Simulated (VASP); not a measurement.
# Si5Ge (P-3m1) in VASP: density of states with PBE

Aim: the density of states of Si5Ge with PBE.

All numbers are computed with VASP 6.6.1; they aren't measurements. Logs are shortened: lines on timing, memory, paths and dates and some standing lists are left out, and cuts for length are marked.

## (1) The cell of the first run

Symmetry: P-3m1, No. 164, trigonal system. Conventional cell: a = 2.862 Å, b = 2.862 Å, c = 13.175 Å, α = 90.00°, β = 90.00°, γ = 120.00°. Si (site symmetry 3m) has 12 Si at 2.64 to 2.86 Å within 3.5 Å. Si (site symmetry 3m) has 9 Si at 2.64 to 2.86 Å and 3 Ge at 2.97 Å within 3.5 Å. Within 3.5 Å of Si (site symmetry -3m) lie 12 Si at 2.64 to 2.86 Å. Within 3.8 Å of Ge (site symmetry -3m) lie 6 Ge at 2.86 Å and 6 Si at 2.97 Å.

## (2) Density of states, PBE

POSCAR

```
Si5Ge
1.0
    2.8615348273      0.0000000000      0.0000000000
   -1.4307674136      2.4781618542      0.0000000000
    0.0000000000      0.0000000000     13.1754124393
Si Ge
5 1
Direct
    0.6666666667      0.3333333333      0.6559677511
    0.3333333333      0.6666666667      0.8126946356
    0.6666666667      0.3333333333      0.1873053644
    0.3333333333      0.6666666667      0.3440322489
    0.0000000000      0.0000000000      0.5000000000
    0.0000000000      0.0000000000      0.0000000000
```

INCAR.step1

```
  PREC = Accurate
  ENCUT = 520
  EDIFF = 1E-6
  ISMEAR = 0
  SIGMA = 0.1
  LREAL = False
  LASPH = True
  NELM = 100
  ALGO = Normal
  ISIF = 2
  LWAVE = False
  LCHARG = True
  GGA = PE
  NBANDS = 26
```

KPOINTS.step1

```
Automatic mesh
0
Gamma
  18 18 4
```

INCAR.step2

```
  PREC = Accurate
  ENCUT = 520
  EDIFF = 1E-6
  ISMEAR = -5
  SIGMA = 0.1
  LREAL = False
  LASPH = True
  NELM = 100
  ALGO = Normal
  ISIF = 2
  LWAVE = False
  LCHARG = False
  GGA = PE
  LORBIT = 11
  NEDOS = 2001
  ICHARG = 11
```

KPOINTS.step2

```
Automatic mesh
0
Gamma
  27 27 6
```

Potentials or basis: VASP PAW PBE potentials, release 64 (Si, Ge_d).

Run with:

```console
> cat potpaw_PBE.64/Si/POTCAR potpaw_PBE.64/Ge_d/POTCAR > POTCAR
> cp INCAR.step1 INCAR
> cp KPOINTS.step1 KPOINTS
> mpirun -np 1 vasp_std > vasp.out
> cp INCAR.step2 INCAR
> cp KPOINTS.step2 KPOINTS
> mpirun -np 1 vasp_std > vasp.out
```

OUTCAR:

```text
PREC = Accurate
   ENCUT = 520
   EDIFF = 1E-6
   ISMEAR = -5
   LREAL = False
   LASPH = True
   NELM = 100
   ISIF = 2
   GGA = PE
   LORBIT = 11
   ICHARG = 11

 ion  position               nearest neighbor table
   1  0.667  0.333  0.656-   5 2.64   5 2.64   5 2.64   2 2.64   2 2.64   2 2.64
   2  0.333  0.667  0.813-   1 2.64   1 2.64   1 2.64   6 2.97   6 2.97   6 2.97
   3  0.667  0.333  0.187-   4 2.64   4 2.64   4 2.64   6 2.97   6 2.97   6 2.97
   4  0.333  0.667  0.344-   5 2.64   5 2.64   5 2.64   3 2.64   3 2.64   3 2.64
   5  0.000  0.000  0.500-   1 2.64   4 2.64   4 2.64   1 2.64   1 2.64   4 2.64
   6  0.000  0.000  0.000-   2 2.97   3 2.97   2 2.97   3 2.97   3 2.97   2 2.97

  LATTYP: Found a hexagonal cell.
 ALAT       =     2.8615348273
 C/A-ratio  =     4.6043166463

  Lattice vectors:

 A1 = (   2.8615348273,   0.0000000000,   0.0000000000)
 A2 = (  -1.4307674136,   2.4781618542,   0.0000000000)
 A3 = (   0.0000000000,   0.0000000000,  13.1754124393)

Analysis of symmetry for initial positions (statically):
=====================================================================
 Subroutine PRICEL returns:
 Original cell was already a primitive cell.

 Routine SETGRP: Setting up the symmetry group for a
 hexagonal supercell.

 Subroutine GETGRP returns: Found 12 space group operations
 (whereof 12 operations were pure point group operations)
 out of a pool of 24 trial point group operations.

The static configuration has the point symmetry D_3d.

Analysis of symmetry for dynamics (positions and initial velocities):
=====================================================================
 Subroutine PRICEL returns:
 Original cell was already a primitive cell.

 Routine SETGRP: Setting up the symmetry group for a
 hexagonal supercell.

 Subroutine GETGRP returns: Found 12 space group operations
 (whereof 12 operations were pure point group operations)
 out of a pool of 24 trial point group operations.

The dynamic configuration has the point symmetry D_3d.

 Subroutine INISYM returns: Found 12 space group operations
 (whereof 12 operations are pure point group operations),
 and found     1 'primitive' translations

----------------------------------------------------------------------------------------

                                     Primitive cell

  volume of cell :      93.4314

  direct lattice vectors                    reciprocal lattice vectors
     2.861534827  0.000000000  0.000000000     0.349462809  0.201762447  0.000000000
    -1.430767414  2.478161854  0.000000000     0.000000000  0.403524894  0.000000000
     0.000000000  0.000000000 13.175412439     0.000000000  0.000000000  0.075898952

  length of vectors
     2.861534827  2.861534827 13.175412439     0.403524894  0.403524894  0.075898952

  position of ions in fractional coordinates (direct lattice)
     0.666666667  0.333333333  0.655967751
     0.333333333  0.666666667  0.812694636
     0.666666667  0.333333333  0.187305364
     0.333333333  0.666666667  0.344032249
     0.000000000  0.000000000  0.500000000
     0.000000000  0.000000000  0.000000000

  ion indices of the primitive-cell ions
   primitive index   ion index
                 1           1
                 2           2
                 3           3
                 4           4
                 5           5
                 6           6

----------------------------------------------------------------------------------------

 KPOINTS: Automatic mesh

Automatic generation of k-mesh.
 Grid dimensions read from file:
 generate k-points for:   27   27    6

 Generating k-lattice:

  Cartesian coordinates                     Fractional coordinates (reciprocal lattice)
     0.012943067  0.007472683  0.000000000     0.037037037 -0.000000000  0.000000000
     0.000000000  0.014945366  0.000000000     0.000000000  0.037037037  0.000000000
     0.000000000  0.000000000  0.012649825     0.000000000  0.000000000  0.166666667

  Length of vectors
     0.014945366  0.014945366  0.012649825

  Shift w.r.t. Gamma in fractional coordinates (k-lattice)
     0.000000000  0.000000000  0.000000000

 TETIRR: Found   6434 inequivalent tetrahedra from    26244

 Subroutine IBZKPT returns following result:
 ===========================================

 Found    422 irreducible k-points:

 Following reciprocal coordinates:
            Coordinates               Weight
  0.000000  0.000000  0.000000      1.000000
  0.037037 -0.000000  0.000000      6.000000
  0.074074 -0.000000  0.000000      6.000000
  0.111111 -0.000000  0.000000      6.000000
  0.148148  0.000000  0.000000      6.000000
  0.185185 -0.000000  0.000000      6.000000
[... 16 lines left out ...]
  0.333333  0.037037  0.000000     12.000000
  0.370370  0.037037  0.000000     12.000000
 [... further k-points ...]
   k-points           NKPTS =    422   k-points in BZ     NKDIM =    422   number of bands    NBANDS=     21
   number of dos      NEDOS =   2001   number of ions     NIONS =      6
   total plane-waves  NPLWV =  56448
   dimension x,y,z NGX =    24 NGY =   24 NGZ =   98
   dimension x,y,z NGXF=    48 NGYF=   48 NGZF=  196
   ions per type =               5   1
   NGX,Y,Z   is equivalent  to a cutoff of  13.94, 13.94, 12.37 a.u.
   NGXF,Y,Z  is equivalent  to a cutoff of  27.89, 27.89, 24.73 a.u.
 SYSTEM =  unknown system
   PREC   = accura    normal or accurate (medium, high low for compatibility)
   ISTART =      0    job   : 0-new  1-cont  2-samecut
   ICHARG =     11    charge: 1-file 2-atom 10-const
   ISPIN  =      1    spin polarized calculation?
   LNONCOLLINEAR =      F non collinear calculations
   LSORBIT =      F    spin-orbit coupling
   LASPH  =      T    aspherical Exc in radial PAW
   ENCUT  =  520.0 eV  38.22 Ry    6.18 a.u.   5.32  5.32 24.50*2*pi/ulx,y,z
   NELM   =    100;   NELMIN=  2; NELMDL=  0     # of ELM steps
   EDIFF  = 0.1E-05   stopping-criterion for ELM
   LREAL  =      F    real-space projection
   EDIFFG = 0.1E-04   stopping-criterion for IOM
   NSW    =      0    number of steps for IOM
   IBRION =     -1    ionic relax: 0-MD 1-quasi-New 2-CG
   NFREE  =      0    steps in history (QN), initial steepest desc. (CG)
   ISIF   =      2    stress and relaxation
   ISYM   =      2    0-nonsym 1-usesym 2-fastsym
   POTIM  = 0.5000    time-step for ionic-motion
   TEBEG  =    0.0;   TEEND  =   0.0 temperature during run
   PSTRESS=    0.0 pullay stress
   NELECT =      34.0000    total number of electrons
   NUPDOWN=      -1.0000    fix difference up-down
   EMIN   =  10.00;   EMAX   =-10.00  energy-range for DOS
   EFERMI =   0.00;   METHOD = LEGACY
   ISMEAR =    -5;   SIGMA  =   0.10  broadening in eV -4-tet -1-fermi 0-gaus
   EFERMI_NEDOS =   21; number of points for ismear=-14 and -15
   IALGO  =     38    algorithm
   IMIX   =      4    mixing-type and parameters
     AMIX     =   0.40;   BMIX     =  1.00
     AMIX_MAG =   1.60;   BMIX_MAG =  1.00
  volume/ion in A,a.u.               =      15.57       105.08
  Fermi-wavevector in a.u.,A,eV,Ry     =   1.168791  2.208695 18.586541  1.366072
  Thomas-Fermi vector in A             =   2.305273
   LORBIT       =     11    0 simple, 1 ext, 2 COOP (PROOUT), +10 PAW based schemes
   GGA     = PE    functional components
   LHFCALC =     F    Hartree Fock is set to
   AEXX    =    0.0000 exact exchange contribution
   IVDW    =     0    specifies the selected vdW correction
   LEPSILON=     F    determine dielectric tensor
   LRPA    =     F    only Hartree local field effects (RPA)
 non-spin polarized calculation
 Fermi weights with tetrahedron method with Bloechl corrections
  energy-cutoff  :      520.00
  volume of cell :       93.43
 maximum number of plane-waves:      2545
 NGX is ok and might be reduce to    24

 number of electron      34.0000003 magnetization

 Free energy of the ion-electron system (eV)
  ---------------------------------------------------
  ext. energy  EPLUGINS =         0.00000000
  ---------------------------------------------------
  free energy    TOTEN  =       -28.43206409 eV

  energy without entropy =      -28.43206409  energy(sigma->0) =      -28.43206409

 E-fermi :   9.2091     XC(G=0): -11.1131

 val. band max:        9.2947240602   @ k =   0.2222   0.2222   0.0000
 cond. band min:       9.0618409847   @ k =   0.1111   0.0741   0.0000
 fundamental gap:     -0.2328830754
 Fermi energy:         9.2091016916

 k-point     1 :       0.0000    0.0000    0.0000
  band No.  band energies     occupation
      1     -15.6888      2.00000
      2     -15.6657      2.00000
      3     -15.6657      2.00000
      4     -15.5911      2.00000
      5     -15.5911      2.00000
      6      -4.9757      2.00000
[... 13 lines left out ...]
     20      15.9131      0.00000
     21      16.3949      0.00000

 k-point     2 :       0.0370   -0.0000    0.0000
  band No.  band energies     occupation
      1     -15.6878      2.00000
      2     -15.6660      2.00000
      3     -15.6640      2.00000
      4     -15.5920      2.00000
      5     -15.5913      2.00000
      6      -4.9434      2.00000
[... 13 lines left out ...]
     20      15.8298      0.00000
     21      16.2379      0.00000
[... 487 lines left out ...]
      5     -15.5644      2.00000
      6      -2.0546      2.00000
[... 13 lines left out ...]
     20      11.3709      0.00000
     21      11.7145      0.00000

 k-point    24 :       0.3704    0.0370    0.0000
  band No.  band energies     occupation
      1     -15.7122      2.00000
      2     -15.6537      2.00000
      3     -15.6057      2.00000
      4     -15.5953      2.00000
      5     -15.5542      2.00000
      6      -1.4207      2.00000
[... 13 lines left out ...]
     20      11.1714      0.00000
     21      11.6678      0.00000

 [... further k-points ...]

------------------------ aborting loop because EDIFF is reached ----------------------------------------

  FORCE on cell =-STRESS in cart. coord.  units (eV):
  Direction    XX          YY          ZZ          XY          YZ          ZX
  --------------------------------------------------------------------------------------
  -------------------------------------------------------------------------------------
  Total        0.2512681      0.2512681      0.4495093      0.0000000     -0.0000000      0.0000000
  in kB        4.3087873      4.3087873      7.7082590      0.0000000     -0.0000000      0.0000000
  external PRESSURE =       5.4419445 kB  Pullay stress =       0.0000000 kB

 VOLUME and BASIS-vectors are now :
 -----------------------------------------------------------------------------
  energy-cutoff  :      520.00
  volume of cell :       93.43
      direct lattice vectors                 reciprocal lattice vectors
     2.861534827  0.000000000  0.000000000     0.349462809  0.201762447  0.000000000
    -1.430767414  2.478161854  0.000000000     0.000000000  0.403524894  0.000000000
     0.000000000  0.000000000 13.175412439     0.000000000  0.000000000  0.075898952

 POSITION                                       TOTAL-FORCE (eV/Angst)
 -----------------------------------------------------------------------------------
      1.43077      0.82605      8.64265         0.000000      0.000000      0.105995
     -0.00000      1.65211     10.70759        -0.000000      0.000000     -0.029973
      1.43077      0.82605      2.46783         0.000000     -0.000000      0.029973
     -0.00000      1.65211      4.53277        -0.000000     -0.000000     -0.105995
      0.00000      0.00000      6.58771        -0.000000      0.000000      0.000000
      0.00000      0.00000      0.00000        -0.000000      0.000000      0.000000
 -----------------------------------------------------------------------------------
    total drift:                               -0.000000      0.000000     -0.000000

  FREE ENERGIE OF THE ION-ELECTRON SYSTEM (eV)
  ---------------------------------------------------
  free  energy   TOTEN  =       -28.4320640862 eV

  energy  without entropy=      -28.4320640862  energy(sigma->0) =      -28.43206409

 total charge

# of ion       s       p       d       tot
------------------------------------------
    1        0.836   0.707   0.000   1.543
    2        0.860   0.673   0.000   1.533
    3        0.860   0.673   0.000   1.533
    4        0.836   0.707   0.000   1.543
    5        0.836   0.707   0.000   1.542
    6        1.271   0.911  10.042  12.225
--------------------------------------------------
tot          5.498   4.379  10.042  19.919
```

It took 18 min on 1 thread of Intel Xeon 6975P-C (Granite Rapids), shared host; peak memory 0.77 GiB.

Results:

| Property | Result |
| --- | --- |
| Valence electrons inside the program's atomic spheres | Si 1.54, 1.53; Ge 12.22 |

Caveat: the bands computed are all filled at some k points, so no gap is given.
